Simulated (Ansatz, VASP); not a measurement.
## Two plane-wave programs on Ca

```xyz
2
Lattice="3.9203 0.0000 0.0000 -1.9601 3.3951 0.0000 0.0000 0.0000 6.5200" Properties=species:S:1:pos:R:3 pbc="T T T"
Ca    0.0000    2.2634    1.6300
Ca    1.9601    1.1317    4.8900
```

Change from the starting cell: strain -0.015 along x and y, +0.000 along z, atoms carried along.

Alike in both runs: task single point; functional LDA; k mesh 15 × 15 × 8; occupations gaussian, width 0.15 eV; no spin polarisation.

```csv
,VASP,Ansatz
version,VASP 6.6.1,Ansatz 0.2.0
potentials or method,"VASP PAW LDA potentials, release 64 (Ca_sv), cutoff 520 eV","scalar-relativistic, plane waves, PAW"
valence electrons in the cell,20,20
```

```csv
,VASP,Ansatz,Ansatz less VASP
gap on the k mesh at the Fermi level (eV),none,none,-
pressure (GPa),-2.0,-2.0,+0.01
"traceless stress, the component that is largest in VASP (GPa)",-0.20,-0.20,-0.001
```

LDA's correlation is that of Perdew and Zunger in VASP and of Perdew and Wang (1992) in Ansatz. A gap of «none» marks a metal or a gap that the smearing closes.
